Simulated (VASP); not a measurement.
Wanted: the native input for a VASP 6.6.1 run.

```
Task                   : single point
Functional             : PBE
Potentials or basis    : VASP PAW PBE potentials, release 64 (Ga_d, Ge_d, Se)
Cutoff                 : 520 eV
k mesh                 : 4 × 4 × 4
Occupations            : gaussian, width 0.1 eV
Spin                   : no spin polarisation
Dipole correction      : no
Further INCAR settings : ALGO = Normal; EDIFF = 1e-06; NBANDS = 38
```

The structure of Ga2GeSe3 lies in POSCAR:

```
Ga2GeSe3
1.0
   -2.7325981443      2.7325981443      5.1702017367
    2.7325981443     -2.7325981443      5.1702017367
    2.7325981443      2.7325981443     -5.1702017367
Ga Ge Se
2 1 3
Direct
    0.9919787180      0.4919787180      0.5000000000
    0.4919787180      0.9919787180      0.5000000000
    0.4821861610      0.4821861610      0.0000000000
    0.2327434286      0.2327434286      0.0000000000
    0.2394495472      0.7394495472      0.5000000000
    0.7394495472      0.2394495472      0.5000000000
```

The cell was built from a structure type or drawn by symmetry, and may not be a known phase.

One way to write it, as run:

INCAR

```
SYSTEM = Ga2GeSe3
PREC = Accurate
ENCUT = 520
EDIFF = 1E-6
ISMEAR = 0
SIGMA = 0.1
LREAL = .False.
LASPH = .True.
NELM = 100
ALGO = Normal
ISIF = 2
LWAVE = .False.
LCHARG = .True.
GGA = PE
LELF = .True.
LVHAR = .True.
NBANDS = 38
```

KPOINTS

```
Automatic mesh
0
Gamma
  4 4 4
  0 0 0
```

Potentials or basis: VASP PAW PBE potentials, release 64 (Ga_d, Ge_d, Se).

The run is started by

```console
$ cat potpaw_PBE.64/Ga_d/POTCAR potpaw_PBE.64/Ge_d/POTCAR potpaw_PBE.64/Se/POTCAR > POTCAR
$ mpirun -np 1 vasp_std > vasp.out
```

Results of the run:

The pressure is 0.2 GPa, the largest force is 0.011 eV/Å and the band gap on the k mesh is zero (bands 29 and 30 overlap by 1.12 eV).

Wall time 83 s on 1 thread of Intel(R) Xeon(R) Platinum 8259CL CPU @ 2.50GHz (Skylake/Cascade Lake) (shared host), peak memory 0.35 GiB.
